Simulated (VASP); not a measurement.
# GaP (F-43m) in VASP: single point with LDA

Aim: the single point of GaP with LDA.

Program: VASP 6.6.1. These are calculated values, not measurements. Logs are shortened: lines on timing, memory, paths and dates and some standing lists are left out, and cuts for length are marked.

**Experimental background.**

From “Stacking defects in GaP nanowires: Electronic structure and optical properties”, 2018, arxiv:1810.01194, for a bulk crystal of GaP at 10 K: band gap 2.34 eV (indirect).

How close the calculation comes is told below.

### 1 The cell of the first run

Symmetry: F-43m, No. 216, cubic system. The conventional cell has a = 5.451 Å, b = 5.451 Å, c = 5.451 Å, α = 90.00°, β = 90.00°, γ = 90.00°. Ga (site symmetry -43m) has 4 P at 2.36 Å within 3.1 Å. P (site symmetry -43m) has 4 Ga at 2.36 Å within 3.1 Å.

### 2 Single point, LDA

Contents of INCAR:

```
PREC = Accurate
ENCUT = 520
EDIFF = 1E-6
ISMEAR = 0
SIGMA = 0.01
LREAL = F
LASPH = T
NELM = 100
ALGO = Normal
ISIF = 2
LWAVE = F
LCHARG = T
GGA = CA
LELF = T
LVHAR = T
NBANDS = 16
```

Contents of KPOINTS:

```
Automatic mesh
0
Gamma
  8 8 8
```

Contents of POSCAR:

```
GaP
1.0
    0.0000000000      2.7252500000      2.7252500000
    2.7252500000      0.0000000000      2.7252500000
    2.7252500000      2.7252500000      0.0000000000
Ga P
1 1
Direct
    0.0000000000      0.0000000000      0.0000000000
    0.7500000000      0.7500000000      0.7500000000
```

Potentials or basis: VASP PAW LDA potentials, release 64 (Ga_d, P).

Command:

```sh
$ cat potpaw_LDA.64/Ga_d/POTCAR potpaw_LDA.64/P/POTCAR > POTCAR
$ mpirun -np 1 vasp_std > vasp.out
```

OUTCAR:

```text
PREC = Accurate
   ENCUT = 520
   EDIFF = 1E-6
   ISMEAR = 0
   LREAL = F
   LASPH = T
   NELM = 100
   ISIF = 2
   GGA = CA

 ion  position               nearest neighbor table
   1  0.000  0.000  0.000-   2 2.36   2 2.36   2 2.36   2 2.36
   2  0.750  0.750  0.750-   1 2.36   1 2.36   1 2.36   1 2.36

  LATTYP: Found a face centered cubic cell.
 ALAT       =     5.4505000000

  Lattice vectors:

 A1 = (   0.0000000000,   2.7252500000,   2.7252500000)
 A2 = (   2.7252500000,   0.0000000000,   2.7252500000)
 A3 = (   2.7252500000,   2.7252500000,   0.0000000000)

Analysis of symmetry for initial positions (statically):
=====================================================================
 Subroutine PRICEL returns:
 Original cell was already a primitive cell.

 Routine SETGRP: Setting up the symmetry group for a
 face centered cubic supercell.

 Subroutine GETGRP returns: Found 24 space group operations
 (whereof 24 operations were pure point group operations)
 out of a pool of 48 trial point group operations.

The static configuration has the point symmetry T_d .

Analysis of symmetry for dynamics (positions and initial velocities):
=====================================================================
 Subroutine PRICEL returns:
 Original cell was already a primitive cell.

 Routine SETGRP: Setting up the symmetry group for a
 face centered cubic supercell.

 Subroutine GETGRP returns: Found 24 space group operations
 (whereof 24 operations were pure point group operations)
 out of a pool of 48 trial point group operations.

The dynamic configuration has the point symmetry T_d .

 Subroutine INISYM returns: Found 24 space group operations
 (whereof 24 operations are pure point group operations),
 and found     1 'primitive' translations

----------------------------------------------------------------------------------------

                                     Primitive cell

  volume of cell :      40.4808

  direct lattice vectors                    reciprocal lattice vectors
     0.000000000  2.725250000  2.725250000    -0.183469406  0.183469406  0.183469406
     2.725250000  0.000000000  2.725250000     0.183469406 -0.183469406  0.183469406
     2.725250000  2.725250000  0.000000000     0.183469406  0.183469406 -0.183469406

  length of vectors
     3.854085511  3.854085511  3.854085511     0.317778334  0.317778334  0.317778334

  position of ions in fractional coordinates (direct lattice)
     0.000000000  0.000000000  0.000000000
     0.750000000  0.750000000  0.750000000

  ion indices of the primitive-cell ions
   primitive index   ion index
                 1           1
                 2           2

----------------------------------------------------------------------------------------

 KPOINTS: Automatic mesh

Automatic generation of k-mesh.
 Grid dimensions read from file:
 generate k-points for:    8    8    8

 Generating k-lattice:

  Cartesian coordinates                     Fractional coordinates (reciprocal lattice)
    -0.022933676  0.022933676  0.022933676     0.125000000  0.000000000  0.000000000
     0.022933676 -0.022933676  0.022933676     0.000000000  0.125000000  0.000000000
     0.022933676  0.022933676 -0.022933676     0.000000000  0.000000000  0.125000000

  Length of vectors
     0.039722292  0.039722292  0.039722292

  Shift w.r.t. Gamma in fractional coordinates (k-lattice)
     0.000000000  0.000000000  0.000000000

 Subroutine IBZKPT returns following result:
 ===========================================

 Found     29 irreducible k-points:

 Following reciprocal coordinates:
            Coordinates               Weight
  0.000000  0.000000  0.000000      1.000000
  0.125000  0.000000  0.000000      8.000000
  0.250000  0.000000  0.000000      8.000000
  0.375000  0.000000  0.000000      8.000000
  0.500000  0.000000  0.000000      4.000000
  0.125000  0.125000  0.000000      6.000000
[... 16 lines left out ...]
  0.500000  0.250000  0.125000     48.000000
 -0.375000  0.250000  0.125000     24.000000
 [... further k-points ...]
   k-points           NKPTS =     29   k-points in BZ     NKDIM =     29   number of bands    NBANDS=     16
   number of dos      NEDOS =    301   number of ions     NIONS =      2
   total plane-waves  NPLWV =  27000
   dimension x,y,z NGX =    30 NGY =   30 NGZ =   30
   dimension x,y,z NGXF=    60 NGYF=   60 NGZF=   60
   ions per type =               1   1
   NGX,Y,Z   is equivalent  to a cutoff of  12.94, 12.94, 12.94 a.u.
   NGXF,Y,Z  is equivalent  to a cutoff of  25.88, 25.88, 25.88 a.u.
 SYSTEM =  unknown system
   PREC   = accura    normal or accurate (medium, high low for compatibility)
   ISTART =      0    job   : 0-new  1-cont  2-samecut
   ICHARG =      2    charge: 1-file 2-atom 10-const
   ISPIN  =      1    spin polarized calculation?
   LNONCOLLINEAR =      F non collinear calculations
   LSORBIT =      F    spin-orbit coupling
   LASPH  =      T    aspherical Exc in radial PAW
   ENCUT  =  520.0 eV  38.22 Ry    6.18 a.u.   7.17  7.17  7.17*2*pi/ulx,y,z
   NELM   =    100;   NELMIN=  2; NELMDL= -5     # of ELM steps
   EDIFF  = 0.1E-05   stopping-criterion for ELM
   LREAL  =      F    real-space projection
   EDIFFG = 0.1E-04   stopping-criterion for IOM
   NSW    =      0    number of steps for IOM
   IBRION =     -1    ionic relax: 0-MD 1-quasi-New 2-CG
   NFREE  =      0    steps in history (QN), initial steepest desc. (CG)
   ISIF   =      2    stress and relaxation
   ISYM   =      2    0-nonsym 1-usesym 2-fastsym
   POTIM  = 0.5000    time-step for ionic-motion
   TEBEG  =    0.0;   TEEND  =   0.0 temperature during run
   PSTRESS=    0.0 pullay stress
   NELECT =      18.0000    total number of electrons
   NUPDOWN=      -1.0000    fix difference up-down
   EMIN   =  10.00;   EMAX   =-10.00  energy-range for DOS
   EFERMI =   0.00;   METHOD = LEGACY
   ISMEAR =     0;   SIGMA  =   0.01  broadening in eV -4-tet -1-fermi 0-gaus
   EFERMI_NEDOS =   21; number of points for ismear=-14 and -15
   IALGO  =     38    algorithm
   IMIX   =      4    mixing-type and parameters
     AMIX     =   0.40;   BMIX     =  1.00
     AMIX_MAG =   1.60;   BMIX_MAG =  1.00
  volume/ion in A,a.u.               =      20.24       136.59
  Fermi-wavevector in a.u.,A,eV,Ry     =   1.249538  2.361284 21.243377  1.561344
  Thomas-Fermi vector in A             =   2.383574
   LORBIT       =      0    0 simple, 1 ext, 2 COOP (PROOUT), +10 PAW based schemes
   GGA     = CA    functional components
   LHFCALC =     F    Hartree Fock is set to
   AEXX    =    0.0000 exact exchange contribution
   IVDW    =     0    specifies the selected vdW correction
   LEPSILON=     F    determine dielectric tensor
   LRPA    =     F    only Hartree local field effects (RPA)
 non-spin polarized calculation
 Gauss-broadening in eV      SIGMA  =   0.01
  energy-cutoff  :      520.00
  volume of cell :       40.48
 maximum number of plane-waves:      1106
 NGX is ok and might be reduce to    30
   NGX = 15   NGY = 15   NGZ = 15

 number of electron      17.9999989 magnetization

 Free energy of the ion-electron system (eV)
  ---------------------------------------------------
  ext. energy  EPLUGINS =         0.00000000
  ---------------------------------------------------
  free energy    TOTEN  =       -10.44024256 eV

  energy without entropy =      -10.44024256  energy(sigma->0) =      -10.44024256

 E-fermi :   4.6240     XC(G=0): -10.1642

 val. band max:        4.5049783476   @ k =   0.0000   0.0000   0.0000
 cond. band min:       5.9979559921   @ k =   0.3750   0.3750   0.0000
 fundamental gap:      1.4929776445
 Fermi energy:         4.6240297725

 k-point     1 :       0.0000    0.0000    0.0000
  band No.  band energies     occupation
      1     -10.1999      2.00000
      2     -10.1999      2.00000
      3     -10.1999      2.00000
      4     -10.1019      2.00000
      5     -10.1019      2.00000
      6      -8.0045      2.00000
[... 8 lines left out ...]
     15      14.3025      0.00000
     16      14.3025      0.00000

 k-point     2 :       0.1250    0.0000    0.0000
  band No.  band energies     occupation
      1     -10.2123      2.00000
      2     -10.1953      2.00000
      3     -10.1953      2.00000
      4     -10.1019      2.00000
      5     -10.1019      2.00000
      6      -7.8023      2.00000
[... 8 lines left out ...]
     15      13.6384      0.00000
     16      13.9185      0.00000

 k-point     3 :       0.2500    0.0000    0.0000
  band No.  band energies     occupation
      1     -10.2400      2.00000
      2     -10.1855      2.00000
      3     -10.1855      2.00000
      4     -10.1006      2.00000
      5     -10.1006      2.00000
      6      -7.2272      2.00000
[... 8 lines left out ...]
     15      13.4371      0.00000
     16      14.1736      0.00000

 k-point     4 :       0.3750    0.0000    0.0000
  band No.  band energies     occupation
      1     -10.2654      2.00000
      2     -10.1779      2.00000
      3     -10.1779      2.00000
      4     -10.0970      2.00000
      5     -10.0970      2.00000
      6      -6.4199      2.00000
[... 8 lines left out ...]
     15      14.6323      0.00000
     16      14.6323      0.00000

 k-point     5 :       0.5000    0.0000    0.0000
  band No.  band energies     occupation
      1     -10.2754      2.00000
      2     -10.1756      2.00000
      3     -10.1756      2.00000
      4     -10.0946      2.00000
      5     -10.0946      2.00000
      6      -5.9202      2.00000
[... 8 lines left out ...]
     15      16.1678      0.00000
     16      16.1678      0.00000

 k-point     6 :       0.1250    0.1250    0.0000
  band No.  band energies     occupation
      1     -10.2207      2.00000
      2     -10.1909      2.00000
      3     -10.1909      2.00000
      4     -10.1059      2.00000
      5     -10.0987      2.00000
      6      -7.7351      2.00000
[... 8 lines left out ...]
     15      14.2919      0.00000
     16      14.5480      0.00000

 k-point     7 :       0.2500    0.1250    0.0000
  band No.  band energies     occupation
      1     -10.2426      2.00000
      2     -10.1826      2.00000
      3     -10.1806      2.00000
      4     -10.1090      2.00000
      5     -10.0957      2.00000
      6      -7.2830      2.00000
[... 8 lines left out ...]
     15      14.5158      0.00000
     16      15.3987      0.00000

 k-point     8 :       0.3750    0.1250    0.0000
  band No.  band energies     occupation
      1     -10.2646      2.00000
      2     -10.1761      2.00000
      3     -10.1720      2.00000
      4     -10.1073      2.00000
      5     -10.0930      2.00000
      6      -6.5347      2.00000
[... 8 lines left out ...]
     15      15.1506      0.00000
     16      15.3622      0.00000

 k-point     9 :       0.5000    0.1250    0.0000
  band No.  band energies     occupation
      1     -10.2766      2.00000
      2     -10.1734      2.00000
      3     -10.1691      2.00000
      4     -10.1014      2.00000
      5     -10.0933      2.00000
      6      -5.8411      2.00000
[... 8 lines left out ...]
     15      16.1673      0.00000
     16      16.2750      0.00000
[... 172 lines left out ...]
 k-point    19 :       0.5000    0.3750    0.0000
  band No.  band energies     occupation
      1     -10.3031      2.00000
      2     -10.1452      2.00000
      3     -10.1406      2.00000
      4     -10.1303      2.00000
      5     -10.0835      2.00000
      6      -5.2261      2.00000
[... 8 lines left out ...]
     15      16.5093      0.00000
     16      17.6128      0.00000

 k-point    20 :      -0.3750    0.3750    0.0000
  band No.  band energies     occupation
      1     -10.2949      2.00000
      2     -10.1550      2.00000
      3     -10.1446      2.00000
      4     -10.1211      2.00000
      5     -10.0897      2.00000
      6      -5.0382      2.00000
[... 8 lines left out ...]
     15      14.8688      0.00000
     16      19.0088      0.00000

 k-point    21 :       0.5000    0.5000    0.0000
  band No.  band energies     occupation
      1     -10.3110      2.00000
      2     -10.1373      2.00000
      3     -10.1357      2.00000
      4     -10.1357      2.00000
      5     -10.0803      2.00000
      6      -5.0013      2.00000
[... 8 lines left out ...]
     15      16.9407      0.00000
     16      17.4278      0.00000

 k-point    22 :       0.3750    0.2500    0.1250
  band No.  band energies     occupation
      1     -10.2620      2.00000
      2     -10.1738      2.00000
      3     -10.1698      2.00000
      4     -10.1126      2.00000
      5     -10.0929      2.00000
      6      -6.7364      2.00000
[... 8 lines left out ...]
     15      15.5566      0.00000
     16      16.7006      0.00000

 k-point    23 :       0.5000    0.2500    0.1250
  band No.  band energies     occupation
      1     -10.2762      2.00000
      2     -10.1703      2.00000
      3     -10.1608      2.00000
      4     -10.1105      2.00000
      5     -10.0930      2.00000
      6      -5.9735      2.00000
[... 8 lines left out ...]
     15      15.8877      0.00000
     16      17.2289      0.00000

 k-point    24 :      -0.3750    0.2500    0.1250
  band No.  band energies     occupation
      1     -10.2814      2.00000
      2     -10.1699      2.00000
      3     -10.1576      2.00000
      4     -10.1071      2.00000
      5     -10.0947      2.00000
      6      -5.5081      2.00000
[... 8 lines left out ...]
     15      16.3844      0.00000
     16      16.8976      0.00000

 [... further k-points ...]
[... 5 lines left out ...]
  --------------------------------------------------------------------------------------
  -------------------------------------------------------------------------------------
  Total       -0.6764526     -0.6764526     -0.6764526     -0.0000000      0.0000000     -0.0000000
  in kB      -26.7731158    -26.7731158    -26.7731158     -0.0000000      0.0000000     -0.0000000
  external PRESSURE =     -26.7731158 kB  Pullay stress =       0.0000000 kB

 VOLUME and BASIS-vectors are now :
 -----------------------------------------------------------------------------
  energy-cutoff  :      520.00
  volume of cell :       40.48
      direct lattice vectors                 reciprocal lattice vectors
     0.000000000  2.725250000  2.725250000    -0.183469406  0.183469406  0.183469406
     2.725250000  0.000000000  2.725250000     0.183469406 -0.183469406  0.183469406
     2.725250000  2.725250000  0.000000000     0.183469406  0.183469406 -0.183469406

 POSITION                                       TOTAL-FORCE (eV/Angst)
 -----------------------------------------------------------------------------------
      0.00000      0.00000      0.00000        -0.000000     -0.000000     -0.000000
      4.08788      4.08788      4.08788         0.000000      0.000000      0.000000
 -----------------------------------------------------------------------------------
    total drift:                               -0.000000     -0.000000     -0.000000

  FREE ENERGIE OF THE ION-ELECTRON SYSTEM (eV)
  ---------------------------------------------------
  free  energy   TOTEN  =       -10.4402425575 eV

  energy  without entropy=      -10.4402425575  energy(sigma->0) =      -10.44024256
```

Wall time 16 s (1 thread of AMD EPYC 7R43 (Zen 3), shared host); peak memory 0.12 GiB.

What came out:

| Quantity | Value |
| --- | --- |
| Free energy | -10.4402 eV |
| Pressure | -2.7 GPa |
| Band gap on the k mesh | 1.49 eV, indirect (least direct gap 1.64 eV) |

Levels at points of the mesh, in eV from the valence-band top:
```
           k point  band 7  band 8  band 9  band 10  band 11  band 12
(0.00, 0.00, 0.00)    0.00    0.00    0.00     1.64     3.79     3.79
(0.50, 0.00, 0.00)   -6.71   -1.13   -1.13     1.52     4.63     4.63
(0.50, 0.50, 0.00)   -6.84   -2.71   -2.71     1.50     1.68    10.45
```

### 3 Comparison with measurements

Step 2. A measured gap of GaP is 2.34 eV (indirect; 10 K; quoted in “Stacking defects in GaP nanowires: Electronic structure and optical properties”, 2018, arxiv:1810.01194); the calculated 1.49 eV misses it by -0.85 eV. Spin-orbit coupling on Ga is left out. The value is that of LDA on a finite k mesh, which can miss the band edges, without temperature or zero-point motion. Semilocal functionals fall short of measured gaps as a rule.
